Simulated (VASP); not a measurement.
Here is a VASP 6.6.1 calculation.

File INCAR:

```
  PREC = Accurate
  ENCUT = 520
  EDIFF = 1E-7
  ISMEAR = -1
  SIGMA = 0.05
  LREAL = F
  LASPH = T
  NELM = 150
  ALGO = Normal
  ISIF = 2
  LWAVE = F
  LCHARG = F
  LMAXMIX = 4
  LDAU = T
  LDAUTYPE = 2
  LDAUL = 2 -1
  LDAUU = 5 0
  LDAUJ = 0 0
  LDAUPRINT = 1
  GGA = PS
  NBANDS = 18
```

File KPOINTS:

```
regular mesh
0
Gamma
  9 9 9
```

Contents of POSCAR:

```
HfO2
1.0
    0.0000000000      2.5575000000      2.5575000000
    2.5575000000      0.0000000000      2.5575000000
    2.5575000000      2.5575000000      0.0000000000
Hf O
1 2
Direct
    0.0000000000      0.0000000000      0.0000000000
    0.7500000000      0.7500000000      0.7500000000
    0.2500000000      0.2500000000      0.2500000000
```

Potentials or basis: VASP PAW PBE potentials, release 64 (Hf_pv, O).

Launch:

```console
$ cat potpaw_PBE.64/Hf_pv/POTCAR potpaw_PBE.64/O/POTCAR > POTCAR
$ mpirun -np 1 vasp_std > vasp.out
```

Task: Estimate the band gap on the k mesh.

Result: 4.32 eV, indirect (least direct gap 4.44 eV).

Task: What does it give for the pressure?

Result: 0.0 GPa.

Eigenvalues of the final occupation matrices:
| site | spin | trace | eigenvalues |
| --- | --- | --- | --- |
| site 1 d | 1 | 0.60 | 0.05 0.05 0.17 0.17 0.17 |
| site 1 d | 2 | 0.60 | 0.05 0.05 0.17 0.17 0.17 |

Caveat: the PAW data sets were made with another functional, which shifts forces and pressure a little; spin-orbit coupling is left out, which moves the levels of the heavy elements. A k mesh can miss the band edges.
